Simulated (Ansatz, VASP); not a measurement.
**One calculation of Ru, two programs**

POSCAR

```
Ru
1.0
    2.7059477279      0.0000000000      0.0000000000
   -1.3529738639      2.3434194737      0.0000000000
    0.0000000000      0.0000000000      4.2579056513
Ru
2
Direct
    0.3333333333      0.6666666667      0.2500000000
    0.6666666667      0.3333333333      0.7500000000
```

Contents of INCAR.step1:

```
SYSTEM = Ru
ALGO = Normal
EDIFF = 1E-5
ENCUT = 620
GGA = PE
GGA_COMPAT = .FALSE.
ISMEAR = -1
LASPH = .TRUE.
LCHARG = .FALSE.
LREAL = .FALSE.
LWAVE = .TRUE.
NBANDS = 23
NELM = 120
PREC = Accurate
SIGMA = 0.1
```

INCAR.step2

```
SYSTEM = Ru
ALGO = Normal
EDIFF = 1E-6
ENCUT = 620
GGA_COMPAT = .FALSE.
ISIF = 2
ISMEAR = -1
ISTART = 1
LASPH = .TRUE.
LCHARG = .FALSE.
LMIXTAU = .TRUE.
LREAL = .FALSE.
LWAVE = .FALSE.
METAGGA = R2SCAN
NBANDS = 23
NELM = 120
PREC = Accurate
SIGMA = 0.1
```

The input KPOINTS:

```
k-points
0
G
  6 6 4
  0 0 0
```

Input for Ansatz:

```yaml
crystal:
  lattice:
    - [2.7059477279, 0.0, 0.0]
    - [-1.3529738639, 2.3434194737, 0.0]
    - [0.0, 0.0, 4.2579056513]
  atoms:
    - { symbol: Ru, position: [0.3333333333, 0.6666666667, 0.25] }
    - { symbol: Ru, position: [0.6666666667, 0.3333333333, 0.75] }
hamiltonian:
  xc: r2scan
  pseudopotentials:
    kind: paw
    azcp:
      Ru: "pseudopotentials/Ru.paw.azcp"
basis:
  ecutwfc: 500
  fft_grid_basis: typed
kpoints:
  mp_grid: { grid: [6, 6, 4], shift: [0, 0, 0] }
magnetization:
  spin_polarized: false
scf:
  occupations: { method: fermi_dirac, width: 0.1 }
  lower_state_search: "off"
output:
  stress: true
```

Alike in both runs: task single point; functional r2SCAN; k mesh 6 × 6 × 4; occupations fermi-dirac, width 0.1 eV; no spin polarisation.

```csv
,VASP,Ansatz
version,VASP 6.6.1,Ansatz 0.2.0
potentials or method,"VASP PAW PBE potentials, release 64 (Ru_sv), cutoff 620 eV","plane waves (500 eV) with PAW, scalar-relativistic"
valence electrons in the cell,32,32
```

Ansatz gave:

* pressure (GPa): 0.9
* traceless stress, the component that is largest in VASP (GPa): -2.50

Question: Which values does VASP return?

Answer: Pressure (GPa): 1.1; traceless stress, the component that is largest in VASP (GPa): -2.49.

VASP's potentials were made for PBE, not for r2SCAN. With one functional, cell and mesh, what is left measures potentials, basis and numerics.

The k mesh is coarse, so the values compare programs but aren't converged.
